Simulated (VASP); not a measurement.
# Co (Pm-3m) in VASP: notebook, part 2 of 2

VASP 6.6.1. The steps go on from the part before.

## (3) Single point, BLYP, collinear spin, ferromagnetic start

This run uses another cell than the first one, of 13.44 Å³/atom, 1.123 times its volume.

The input, INCAR:

```
PREC = Accurate ; ENCUT = 520
EDIFF = 1E-6 ; ISMEAR = -1
SIGMA = 0.05 ; LREAL = F
LASPH = T ; NELM = 150
ALGO = Normal ; ISIF = 2
LWAVE = F ; LCHARG = T
ISPIN = 2 ; MAGMOM = 1.896
LORBIT = 11 ; LMAXMIX = 4
GGA = B5 ; ALDAX = 1.0
AGGAX = 1.0 ; AGGAC = 1.0
ALDAC = 0.0 ; LELF = T
LVHAR = T ; NBANDS = 14
```

The input, KPOINTS:

```
regular mesh
0
Gamma
  22 22 22
```

The input, POSCAR:

```
Co
1.0
    2.3772932314      0.0000000000      0.0000000000
    0.0000000000      2.3772932314      0.0000000000
    0.0000000000      0.0000000000      2.3772932314
Co
1
Direct
    0.0000000000      0.0000000000      0.0000000000
```

Potentials or basis: VASP PAW PBE potentials, release 64 (Co).

Run with:

```sh
$ cat potpaw_PBE.64/Co/POTCAR > POTCAR
$ mpirun -np 1 vasp_std > vasp.out
```

OUTCAR:

```text
PREC = Accurate
   ENCUT = 520
   EDIFF = 1E-6
   ISMEAR = -1
   LREAL = F
   LASPH = T
   NELM = 150
   ISIF = 2
   ISPIN = 2
   LORBIT = 11
   GGA = B5

 ion  position               nearest neighbor table
   1  0.000  0.000  0.000-

  LATTYP: Found a simple cubic cell.
 ALAT       =     2.3772932314

  Lattice vectors:

 A1 = (   2.3772932314,   0.0000000000,   0.0000000000)
 A2 = (   0.0000000000,   2.3772932314,   0.0000000000)
 A3 = (   0.0000000000,   0.0000000000,   2.3772932314)

Analysis of symmetry for initial positions (statically):
=====================================================================
 Subroutine PRICEL returns:
 Original cell was already a primitive cell.

 Routine SETGRP: Setting up the symmetry group for a
 simple cubic supercell.

 Subroutine GETGRP returns: Found 48 space group operations
 (whereof 48 operations were pure point group operations)
 out of a pool of 48 trial point group operations.

The static configuration has the point symmetry O_h .

Analysis of symmetry for dynamics (positions and initial velocities):
=====================================================================
 Subroutine PRICEL returns:
 Original cell was already a primitive cell.

 Routine SETGRP: Setting up the symmetry group for a
 simple cubic supercell.

 Subroutine GETGRP returns: Found 48 space group operations
 (whereof 48 operations were pure point group operations)
 out of a pool of 48 trial point group operations.

The dynamic configuration has the point symmetry O_h .

Analysis of structural, dynamic, and magnetic symmetry:
=====================================================================
 Subroutine PRICEL returns:
 Original cell was already a primitive cell.

 Routine SETGRP: Setting up the symmetry group for a
 simple cubic supercell.

 Subroutine GETGRP returns: Found 48 space group operations
 (whereof 48 operations were pure point group operations)
 out of a pool of 48 trial point group operations.

The overall configuration has the point symmetry O_h .

 Subroutine INISYM returns: Found 48 space group operations
 (whereof 48 operations are pure point group operations),
 and found     1 'primitive' translations

----------------------------------------------------------------------------------------

                                     Primitive cell

  volume of cell :      13.4353

  direct lattice vectors                    reciprocal lattice vectors
     2.377293231  0.000000000  0.000000000     0.420646467  0.000000000  0.000000000
     0.000000000  2.377293231  0.000000000     0.000000000  0.420646467  0.000000000
     0.000000000  0.000000000  2.377293231     0.000000000  0.000000000  0.420646467

  length of vectors
     2.377293231  2.377293231  2.377293231     0.420646467  0.420646467  0.420646467

  position of ions in fractional coordinates (direct lattice)
     0.000000000  0.000000000  0.000000000

  ion indices of the primitive-cell ions
   primitive index   ion index
                 1           1

----------------------------------------------------------------------------------------

 KPOINTS: regular mesh

Automatic generation of k-mesh.
 Grid dimensions read from file:
 generate k-points for:   22   22   22

 Generating k-lattice:

  Cartesian coordinates                     Fractional coordinates (reciprocal lattice)
     0.019120294  0.000000000  0.000000000     0.045454545  0.000000000  0.000000000
     0.000000000  0.019120294  0.000000000     0.000000000  0.045454545  0.000000000
     0.000000000  0.000000000  0.019120294     0.000000000  0.000000000  0.045454545

  Length of vectors
[... 63 lines left out ...]
   POTIM  = 0.5000    time-step for ionic-motion
   TEBEG  =    0.0;   TEEND  =   0.0 temperature during run
   PSTRESS=    0.0 pullay stress
   NELECT =       9.0000    total number of electrons
   NUPDOWN=      -1.0000    fix difference up-down
   EMIN   =  10.00;   EMAX   =-10.00  energy-range for DOS
   EFERMI =   0.00;   METHOD = LEGACY
   ISMEAR =    -1;   SIGMA  =   0.05  broadening in eV -4-tet -1-fermi 0-gaus
   EFERMI_NEDOS =   21; number of points for ismear=-14 and -15
   IALGO  =     38    algorithm
   IMIX   =      4    mixing-type and parameters
     AMIX     =   0.40;   BMIX     =  1.00
     AMIX_MAG =   1.60;   BMIX_MAG =  1.00
  volume/ion in A,a.u.               =      13.44        90.67
  Fermi-wavevector in a.u.,A,eV,Ry     =   1.432428  2.706897 27.917128  2.051851
  Thomas-Fermi vector in A             =   2.552057
   LORBIT       =     11    0 simple, 1 ext, 2 COOP (PROOUT), +10 PAW based schemes
   GGA     = B5    functional components
   LHFCALC =     F    Hartree Fock is set to
   AEXX    =    0.0000 exact exchange contribution
   IVDW    =     0    specifies the selected vdW correction
   LEPSILON=     F    determine dielectric tensor
   LRPA    =     F    only Hartree local field effects (RPA)
 spin polarized calculation
  energy-cutoff  :      520.00
  volume of cell :       13.44
 maximum number of plane-waves:       372
 NGX is ok and might be reduce to    18
   NGX =  9   NGY =  9   NGZ =  9

 number of electron       8.9999991 magnetization       1.8574310

 Free energy of the ion-electron system (eV)
  ---------------------------------------------------
  ext. energy  EPLUGINS =         0.00000000
  ---------------------------------------------------
  free energy    TOTEN  =        -5.47161277 eV

  energy without entropy =       -5.45894189  energy(sigma->0) =       -5.46527733

 E-fermi :   8.2324     XC(G=0): -11.4975

 val. band max:        8.2309285114   @ k =   0.4091   0.1818   0.0909
 cond. band min:       8.2353543299   @ k =   0.4091   0.0000   0.0000
 fundamental gap:      0.0044258185
 Fermi energy:         8.2324078281

 spin component 1

 k-point     1 :       0.0000    0.0000    0.0000
  band No.  band energies     occupation
      1       0.4385      1.00000
      2       4.1134      1.00000
      3       4.1134      1.00000
      4       7.0770      1.00000
      5       7.0770      1.00000
      6       7.0770      1.00000
      7      26.5467      0.00000
      8      26.5467      0.00000
      9      26.5467      0.00000
     10      30.4967      0.00000
     11      30.4967      0.00000
     12      34.7735      0.00000
     13      44.0570      0.00000
     14      47.3455      0.00000
[... 379 lines left out ...]
      3       4.3002      1.00000
      4       6.9001      1.00000
      5       6.9836      1.00000
      6       7.0106      1.00000
      7      24.0170      0.00000
      8      24.6380      0.00000
      9      27.1787      0.00000
     10      31.3222      0.00000
     11      33.5696      0.00000
     12      36.8138      0.00000
     13      43.5128      0.00000
     14      44.0997      0.00000

 [... further k-points ...]

 spin component 2

 k-point     1 :       0.0000    0.0000    0.0000
  band No.  band energies     occupation
      1       0.5912      1.00000
      2       5.3863      1.00000
      3       5.3863      1.00000
      4       9.3336      0.00000
      5       9.3336      0.00000
      6       9.3336      0.00000
      7      26.9086      0.00000
      8      26.9086      0.00000
      9      26.9086      0.00000
     10      30.8228      0.00000
     11      30.8228      0.00000
     12      34.8434      0.00000
     13      47.5533      0.00000
     14      47.9156      0.00000
[... 379 lines left out ...]
      3       5.5758      1.00000
      4       9.1218      0.00000
      5       9.2211      0.00000
      6       9.2572      0.00000
      7      24.4185      0.00000
      8      24.9956      0.00000
      9      27.5651      0.00000
     10      31.5806      0.00000
     11      33.8588      0.00000
     12      36.9735      0.00000
     13      43.8400      0.00000
     14      46.4476      0.00000

 [... further k-points ...]
[... 5 lines left out ...]
  --------------------------------------------------------------------------------------
  -------------------------------------------------------------------------------------
  Total       -0.0402093     -0.0402093     -0.0402093     -0.0000000     -0.0000000     -0.0000000
  in kB       -4.7949999     -4.7949999     -4.7949999     -0.0000000     -0.0000000     -0.0000000
  external PRESSURE =      -4.7949999 kB  Pullay stress =       0.0000000 kB

 VOLUME and BASIS-vectors are now :
 -----------------------------------------------------------------------------
  energy-cutoff  :      520.00
  volume of cell :       13.44
      direct lattice vectors                 reciprocal lattice vectors
     2.377293231  0.000000000  0.000000000     0.420646467  0.000000000  0.000000000
     0.000000000  2.377293231  0.000000000     0.000000000  0.420646467  0.000000000
     0.000000000  0.000000000  2.377293231     0.000000000  0.000000000  0.420646467

 POSITION                                       TOTAL-FORCE (eV/Angst)
 -----------------------------------------------------------------------------------
      0.00000      0.00000      0.00000         0.000000      0.000000      0.000000
 -----------------------------------------------------------------------------------
    total drift:                               -0.000000      0.000000      0.000000

  FREE ENERGIE OF THE ION-ELECTRON SYSTEM (eV)
  ---------------------------------------------------
  free  energy   TOTEN  =        -5.4716127703 eV

  energy  without entropy=       -5.4589418871  energy(sigma->0) =       -5.46527733

 total charge

# of ion       s       p       d       tot
------------------------------------------
    1        0.478   0.366   7.285   8.129

 magnetization (x)

# of ion       s       p       d       tot
------------------------------------------
    1        0.005  -0.008   1.867   1.863
```

OSZICAR:

```text
N       E                     dE             d eps       ncg     rms          rms(c)
DAV:   1     0.306907919304E+02    0.30691E+02   -0.37695E+03 20878   0.721E+02
DAV:   2    -0.468535168429E+01   -0.35376E+02   -0.32965E+02 22604   0.143E+02
DAV:   3    -0.609632308670E+01   -0.14110E+01   -0.13975E+01 25292   0.301E+01
DAV:   4    -0.610929775165E+01   -0.12975E-01   -0.12971E-01 24848   0.270E+00
DAV:   5    -0.610961266786E+01   -0.31492E-03   -0.31491E-03 28060   0.371E-01    0.801E+00
DAV:   6    -0.569535371458E+01    0.41426E+00   -0.94347E+00 27964   0.348E+01    0.518E+00
DAV:   7    -0.547780519096E+01    0.21755E+00   -0.15627E+00 26450   0.131E+01    0.228E+00
DAV:   8    -0.547563059917E+01    0.21746E-02   -0.12382E-02 24370   0.713E-01    0.116E+00
DAV:   9    -0.547118991195E+01    0.44407E-02   -0.65611E-03 28062   0.569E-01    0.336E-01
DAV:  10    -0.547156218945E+01   -0.37228E-03   -0.68324E-04 29066   0.200E-01    0.918E-02
DAV:  11    -0.547160678761E+01   -0.44598E-04   -0.19704E-04 28522   0.982E-02    0.430E-02
DAV:  12    -0.547160999489E+01   -0.32073E-05   -0.10607E-05 23260   0.228E-02    0.262E-02
DAV:  13    -0.547161238818E+01   -0.23933E-05   -0.48019E-06 25364   0.159E-02    0.484E-03
DAV:  14    -0.547161277025E+01   -0.38207E-06   -0.28022E-07 14698   0.362E-03
   1 F= -.54716128E+01 E0= -.54652773E+01  d E =-.126709E-01  mag=     1.8575
```

Wall time 66 s (1 thread of Intel Xeon Platinum 8559C (Emerald Rapids), shared host); peak memory 0.21 GiB.

What came out:

```
Free energy                                           : -5.4716 eV
Pressure                                              : -0.5 GPa
Net moment                                            : 1.86 μB per cell
Site moments                                          : Co +1.86 μB
Valence electrons inside the program's atomic spheres : Co 8.13
```

Caveat: the PAW data sets were made with another functional, which shifts forces and pressure a little.
